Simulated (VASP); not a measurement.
Input of a VASP 6.6.1 run:

Contents of INCAR:

```
SYSTEM = ZrS2
PREC = Accurate
ENCUT = 400
EDIFF = 1E-6
ISMEAR = 0
SIGMA = 0.02
LREAL = .FALSE.
LASPH = .TRUE.
NELM = 120
ALGO = Normal
ISIF = 2
LWAVE = .FALSE.
LCHARG = .FALSE.
LDIPOL = .TRUE.
IDIPOL = 3
DIPOL = 0.5 0.5 0.500
GGA = PE
IVDW = 12
NBANDS = 19
GGA_COMPAT = .FALSE.
NELMDL = -8
```

KPOINTS

```
Automatic mesh
0
G
  9 9 1
  0 0 0
```

Contents of POSCAR:

```
ZrS2
1.0
    3.6490000000      0.0000000000      0.0000000000
   -1.8245000000      3.1601266984      0.0000000000
    0.0000000000      0.0000000000     31.8416303012
S Zr
2 1
Direct
    0.6666666667      0.3333333333      0.4518083721
    0.3333333333      0.6666666667      0.5481916279
    0.0000000000      0.0000000000      0.5000000000
```

Potentials or basis: VASP PAW PBE potentials, release 64 (S, Zr_sv).

Run with:

```sh
$ cat potpaw_PBE.64/S/POTCAR potpaw_PBE.64/Zr_sv/POTCAR > POTCAR
$ mpirun -np 1 vasp_std > vasp.out
```

Estimate the dispersion energy per atom.

-0.242 eV.

Predict the largest force.

0.825 eV/Å.

Estimate the band gap on the k mesh.

0.89 eV (least direct gap 1.64 eV).

Forces on the atoms (eV/Å):
```
S    0.000  0.000  0.825
S    0.000  0.000 -0.825
Zr   0.000  0.000  0.000
```
